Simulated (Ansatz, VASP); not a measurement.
## Cs: VASP beside Ansatz

```
Cs
1.0
     0.00000    3.35839    3.35839
     3.35839    0.00000    3.35839
     3.35839    3.35839    0.00000
Cs
1
Direct
  0.00000 0.00000 0.00000
```

Change from the starting cell: volume scaled by 0.65, LAPW.

Alike in both runs: task single point; functional PBE; k mesh 10 × 10 × 10; occupations fermi-dirac, width 0.05 eV; no spin polarisation.

|  | VASP | Ansatz |
| --- | --- | --- |
| version | VASP 6.6.1 | Ansatz 0.2.0 |
| potentials or method | VASP PAW PBE potentials, release 64 (Cs_sv), cutoff 520 eV | all-electron LAPW, scalar-relativistic |

|  | VASP | Ansatz | Ansatz less VASP |
| --- | --- | --- | --- |
| pressure (GPa) | 1.6 | 1.6 | +0.01 |

Ansatz ran all-electron here, and VASP with PAW potentials.

Spin-orbit coupling is off throughout.
